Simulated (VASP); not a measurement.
# GaW (P1) in VASP: a series of runs

The runs below take GaW through single point, with PBE.

Everything below comes from runs of VASP 6.6.1. Logs are shortened: lines on timing, memory, paths and dates and some standing lists are left out, and cuts for length are marked.

### Step 1. The cell of the first run

The typed cell holds 2 atoms: a = 2.997 Å, b = 2.997 Å, c = 3.649 Å, α = 90.00°, β = 90.00°, γ = 133.86°.

### Step 2. Single point, PBE

File INCAR:

```
  PREC = Accurate
  ENCUT = 520
  EDIFF = 1E-6
  ISMEAR = 1
  SIGMA = 0.05
  LREAL = F
  LASPH = T
  NELM = 60
  ALGO = Fast
  ISIF = 2
  LWAVE = F
  LCHARG = F
  GGA = PE
  NBANDS = 20
```

File KPOINTS:

```
Automatic mesh
0
Gamma
  11 11 7
```

File POSCAR:

```
GaW
1.0
    1.1744091000     -2.7573651400      0.0000000000
    1.1744091000      2.7573651400      0.0000000000
    0.0000000000      0.0000000000      3.6494211500
Ga W
1 1
Direct
   -0.0121080000     -0.0045930000      0.0064100000
    0.0215470000      0.0154760000      0.4940100000
```

Potentials or basis: VASP PAW PBE potentials, release 64 (Ga_d, W_sv).

Run with:

```sh
> cat potpaw_PBE.64/Ga_d/POTCAR potpaw_PBE.64/W_sv/POTCAR > POTCAR
> mpirun -np 1 vasp_std > vasp.out
```

OUTCAR:

```text
PREC = Accurate
   ENCUT = 520
   EDIFF = 1E-6
   ISMEAR = 1
   LREAL = F
   LASPH = T
   NELM = 60
   ISIF = 2
   GGA = PE

 ion  position               nearest neighbor table
   1  0.988  0.995  0.006-   2 1.78   2 1.87   2 2.90   2 2.95   2 3.00   2 3.05
   2  0.022  0.015  0.494-   1 1.78   1 1.87   1 2.90   1 2.95   1 3.00   1 3.05

  LATTYP: Found a base centered orthorhombic cell.
 ALAT       =     2.3488182000
 B/A-ratio  =     2.3478744673
 C/A-ratio  =     1.5537265294

  Lattice vectors:

 A1 = (   1.1744091000,  -2.7573651400,   0.0000000000)
 A2 = (   1.1744091000,   2.7573651400,   0.0000000000)
 A3 = (   0.0000000000,   0.0000000000,   3.6494211500)

Analysis of symmetry for initial positions (statically):
=====================================================================
 Subroutine PRICEL returns:
 Original cell was already a primitive cell.

 Routine SETGRP: Setting up the symmetry group for a
 base centered orthorhombic supercell.

 Subroutine GETGRP returns: Found  1 space group operations
 (whereof  1 operations were pure point group operations)
 out of a pool of  8 trial point group operations.

The static configuration has the point symmetry C_1 .

Analysis of symmetry for dynamics (positions and initial velocities):
=====================================================================
 Subroutine PRICEL returns:
 Original cell was already a primitive cell.

 Routine SETGRP: Setting up the symmetry group for a
 base centered orthorhombic supercell.

 Subroutine GETGRP returns: Found  1 space group operations
 (whereof  1 operations were pure point group operations)
 out of a pool of  8 trial point group operations.

The dynamic configuration has the point symmetry C_1 .

 Subroutine INISYM returns: Found  1 space group operations
 (whereof  1 operations are pure point group operations),
 and found     1 'primitive' translations

----------------------------------------------------------------------------------------

                                     Primitive cell

  volume of cell :      23.6357

  direct lattice vectors                    reciprocal lattice vectors
     1.174409100 -2.757365140  0.000000000     0.425746020 -0.181332531  0.000000000
     1.174409100  2.757365140  0.000000000     0.425746020  0.181332531  0.000000000
     0.000000000  0.000000000  3.649421150     0.000000000  0.000000000  0.274016059

  length of vectors
     2.997048423  2.997048423  3.649421150     0.462753887  0.462753887  0.274016059

  position of ions in fractional coordinates (direct lattice)
     0.987892000  0.995407000  0.006410000
     0.021547000  0.015476000  0.494010000

  ion indices of the primitive-cell ions
   primitive index   ion index
                 1           1
                 2           2

----------------------------------------------------------------------------------------

 KPOINTS: Automatic mesh

Automatic generation of k-mesh.
 Grid dimensions read from file:
 generate k-points for:   11   11    7

 Generating k-lattice:

  Cartesian coordinates                     Fractional coordinates (reciprocal lattice)
     0.038704184 -0.016484776  0.000000000     0.090909091 -0.000000000  0.000000000
     0.038704184  0.016484776  0.000000000    -0.000000000  0.090909091  0.000000000
     0.000000000  0.000000000  0.039145151     0.000000000  0.000000000  0.142857143

  Length of vectors
     0.042068535  0.042068535  0.039145151

  Shift w.r.t. Gamma in fractional coordinates (k-lattice)
     0.000000000  0.000000000  0.000000000

 Subroutine IBZKPT returns following result:
 ===========================================

 Found    424 irreducible k-points:

 Following reciprocal coordinates:
            Coordinates               Weight
  0.000000  0.000000  0.000000      1.000000
  0.090909  0.000000  0.000000      2.000000
  0.000000  0.090909  0.000000      2.000000
  0.181818  0.000000  0.000000      2.000000
  0.000000  0.181818  0.000000      2.000000
  0.272727  0.000000  0.000000      2.000000
[... 16 lines left out ...]
 -0.363636  0.090909  0.000000      2.000000
  0.090909 -0.363636  0.000000      2.000000
 [... further k-points ...]
   k-points           NKPTS =    424   k-points in BZ     NKDIM =    424   number of bands    NBANDS=     20
   number of dos      NEDOS =    301   number of ions     NIONS =      2
   total plane-waves  NPLWV =  16128
   dimension x,y,z NGX =    24 NGY =   24 NGZ =   28
   dimension x,y,z NGXF=    48 NGYF=   48 NGZF=   56
   ions per type =               1   1
   NGX,Y,Z   is equivalent  to a cutoff of  13.31, 13.31, 12.76 a.u.
   NGXF,Y,Z  is equivalent  to a cutoff of  26.63, 26.63, 25.51 a.u.
 SYSTEM =  unknown system
   PREC   = accura    normal or accurate (medium, high low for compatibility)
   ISTART =      0    job   : 0-new  1-cont  2-samecut
   ICHARG =      2    charge: 1-file 2-atom 10-const
   ISPIN  =      1    spin polarized calculation?
   LNONCOLLINEAR =      F non collinear calculations
   LSORBIT =      F    spin-orbit coupling
   LASPH  =      T    aspherical Exc in radial PAW
   ENCUT  =  520.0 eV  38.22 Ry    6.18 a.u.   5.57  5.57  6.79*2*pi/ulx,y,z
   NELM   =     60;   NELMIN=  2; NELMDL= -5     # of ELM steps
   EDIFF  = 0.1E-05   stopping-criterion for ELM
   LREAL  =      F    real-space projection
   EDIFFG = 0.1E-04   stopping-criterion for IOM
   NSW    =      0    number of steps for IOM
   IBRION =     -1    ionic relax: 0-MD 1-quasi-New 2-CG
   NFREE  =      0    steps in history (QN), initial steepest desc. (CG)
   ISIF   =      2    stress and relaxation
   ISYM   =      2    0-nonsym 1-usesym 2-fastsym
   POTIM  = 0.5000    time-step for ionic-motion
   TEBEG  =    0.0;   TEEND  =   0.0 temperature during run
   PSTRESS=    0.0 pullay stress
   NELECT =      27.0000    total number of electrons
   NUPDOWN=      -1.0000    fix difference up-down
   EMIN   =  10.00;   EMAX   =-10.00  energy-range for DOS
   EFERMI =   0.00;   METHOD = LEGACY
   ISMEAR =     1;   SIGMA  =   0.05  broadening in eV -4-tet -1-fermi 0-gaus
   EFERMI_NEDOS =   21; number of points for ismear=-14 and -15
   IALGO  =     68    algorithm
   IMIX   =      4    mixing-type and parameters
     AMIX     =   0.40;   BMIX     =  1.00
     AMIX_MAG =   1.60;   BMIX_MAG =  1.00
  volume/ion in A,a.u.               =      11.82        79.75
  Fermi-wavevector in a.u.,A,eV,Ry     =   1.711355  3.233993 39.847888  2.928737
  Thomas-Fermi vector in A             =   2.789485
   LORBIT       =      0    0 simple, 1 ext, 2 COOP (PROOUT), +10 PAW based schemes
   GGA     = PE    functional components
   LHFCALC =     F    Hartree Fock is set to
   AEXX    =    0.0000 exact exchange contribution
   IVDW    =     0    specifies the selected vdW correction
   LEPSILON=     F    determine dielectric tensor
   LRPA    =     F    only Hartree local field effects (RPA)
 non-spin polarized calculation
 RMM-DIIS sequential band-by-band and
 Methfessel and Paxton  Order N= 1 SIGMA  =   0.05
  energy-cutoff  :      520.00
  volume of cell :       23.64
 maximum number of plane-waves:       658
   NGX = 11   NGY = 11   NGZ = 13

 number of electron      27.0000005 magnetization

 Free energy of the ion-electron system (eV)
  ---------------------------------------------------
  ext. energy  EPLUGINS =         0.00000000
  ---------------------------------------------------
  free energy    TOTEN  =        -0.41014104 eV

  energy without entropy =       -0.41010784  energy(sigma->0) =       -0.41012997

 E-fermi :  12.9876     XC(G=0): -14.2553

 val. band max:       12.9841773715   @ k =  -0.0909   0.3636  -0.2857
 cond. band min:      13.0000300748   @ k =   0.0000   0.2727  -0.4286
 fundamental gap:      0.0158527033
 Fermi energy:        12.9875925145

 k-point     1 :       0.0000    0.0000    0.0000
  band No.  band energies     occupation
      1     -60.6312      2.00000
      2     -26.4631      2.00000
      3     -24.4448      2.00000
      4     -23.2712      2.00000
      5      -5.0879      2.00000
      6      -4.1916      2.00000
[... 12 lines left out ...]
     19      28.3202      0.00000
     20      28.6603      0.00000

 k-point     2 :       0.0909    0.0000    0.0000
  band No.  band energies     occupation
      1     -60.6020      2.00000
      2     -26.4267      2.00000
      3     -24.4380      2.00000
      4     -23.5749      2.00000
      5      -5.0595      2.00000
      6      -4.1911      2.00000
[... 12 lines left out ...]
     19      26.6033      0.00000
     20      29.1690      0.00000

 k-point     3 :       0.0000    0.0909    0.0000
  band No.  band energies     occupation
      1     -60.6020      2.00000
      2     -26.4266      2.00000
      3     -24.4379      2.00000
      4     -23.5750      2.00000
      5      -5.0594      2.00000
      6      -4.1915      2.00000
[... 12 lines left out ...]
     19      26.5893      0.00000
     20      29.1664      0.00000

 k-point     4 :       0.1818    0.0000    0.0000
  band No.  band energies     occupation
      1     -60.5230      2.00000
      2     -26.3277      2.00000
      3     -24.4445      2.00000
      4     -24.3187      2.00000
      5      -4.9957      2.00000
      6      -4.1966      2.00000
[... 12 lines left out ...]
     19      25.4477      0.00000
     20      28.9554      0.00000

 k-point     5 :       0.0000    0.1818    0.0000
  band No.  band energies     occupation
      1     -60.5230      2.00000
      2     -26.3277      2.00000
      3     -24.4415      2.00000
      4     -24.3217      2.00000
      5      -4.9955      2.00000
      6      -4.2036      2.00000
[... 12 lines left out ...]
     19      25.4266      0.00000
     20      28.9659      0.00000
[... 353 lines left out ...]
      6      -4.6630      2.00000
[... 12 lines left out ...]
     19      23.3301      0.00000
     20      28.7882      0.00000

 k-point    22 :       0.0909   -0.4545    0.0000
  band No.  band energies     occupation
      1     -60.3165      2.00000
      2     -26.0798      2.00000
      3     -26.0537      2.00000
      4     -24.4333      2.00000
      5      -4.8707      2.00000
      6      -4.6664      2.00000
[... 12 lines left out ...]
     19      23.3274      0.00000
     20      28.8177      0.00000

 k-point    23 :      -0.3636    0.0909    0.0000
  band No.  band energies     occupation
      1     -60.4118      2.00000
      2     -26.1817      2.00000
      3     -25.2981      2.00000
      4     -24.4886      2.00000
      5      -4.9208      2.00000
      6      -4.4282      2.00000
[... 12 lines left out ...]
     19      24.5971      0.00000
     20      29.0800      0.00000

 k-point    24 :       0.0909   -0.3636    0.0000
  band No.  band energies     occupation
      1     -60.4118      2.00000
      2     -26.1816      2.00000
      3     -25.2971      2.00000
      4     -24.4896      2.00000
      5      -4.9203      2.00000
      6      -4.4334      2.00000
[... 12 lines left out ...]
     19      24.6019      0.00000
     20      29.0959      0.00000

 [... further k-points ...]

------------------------ aborting loop because EDIFF is reached ----------------------------------------

  FORCE on cell =-STRESS in cart. coord.  units (eV):
  Direction    XX          YY          ZZ          XY          YZ          ZX
  --------------------------------------------------------------------------------------
  -------------------------------------------------------------------------------------
  Total       17.2392310      2.3142578     99.3722339     -0.0663545     -0.3249456      0.5472851
  in kB     1168.5863301    156.8753324   6736.0913244     -4.4979362    -22.0269107     37.0985136
  external PRESSURE =    2687.1843290 kB  Pullay stress =       0.0000000 kB

 VOLUME and BASIS-vectors are now :
 -----------------------------------------------------------------------------
  energy-cutoff  :      520.00
  volume of cell :       23.64
      direct lattice vectors                 reciprocal lattice vectors
     1.174409100 -2.757365140  0.000000000     0.425746020 -0.181332531  0.000000000
     1.174409100  2.757365140  0.000000000     0.425746020  0.181332531  0.000000000
     0.000000000  0.000000000  3.649421150     0.000000000  0.000000000  0.274016059

 POSITION                                       TOTAL-FORCE (eV/Angst)
 -----------------------------------------------------------------------------------
      2.32920      0.02072      0.02339        -1.955094      1.101161     -8.767214
      0.04348     -0.01674      1.80285         1.955094     -1.101161      8.767214
 -----------------------------------------------------------------------------------
    total drift:                               -0.000289      0.000343      0.001984

  FREE ENERGIE OF THE ION-ELECTRON SYSTEM (eV)
  ---------------------------------------------------
  free  energy   TOTEN  =        -0.4101410383 eV

  energy  without entropy=       -0.4101078401  energy(sigma->0) =       -0.41012997
```

It took 5.7 min on 1 thread of Oxide Virtual Turin-like, shared host; peak memory 0.28 GiB.

Results:

| Property | Result |
| --- | --- |
| Free energy | -0.4101 eV |
| Pressure | 268.7 GPa |
| Largest force | 9.050 eV/Å |
| Band gap on the k mesh | zero (an odd number of electrons rules out a gap without spin polarisation) |

Forces in eV/Å, atoms in the order of the input:
```
Ga  -1.955  1.101 -8.767
W    1.955 -1.101  8.767
```

Levels at points of the mesh, in eV from the Fermi level:
| k point | band 9 | band 10 | band 11 | band 12 | band 13 | band 14 | band 15 | band 16 | band 17 | band 18 |
| --- | --- | --- | --- | --- | --- | --- | --- | --- | --- | --- |
| (0.00, 0.00, 0.00) | -16.10 | -13.26 | -5.67 | -3.59 | 1.11 | 1.25 | 3.82 | 4.33 | 6.17 | 9.95 |

Caveat: atoms lie so close that the PAW spheres overlap strongly, which falsifies energies and pressures; the stress differs along the axes, from 16 to 674 GPa; spin-orbit coupling is left out, which moves the levels of the heavy elements; forces of over 1 eV/Å act on the atoms, so gaps and moduli don't describe the material at rest.

(Continued in part 2 of 2.)
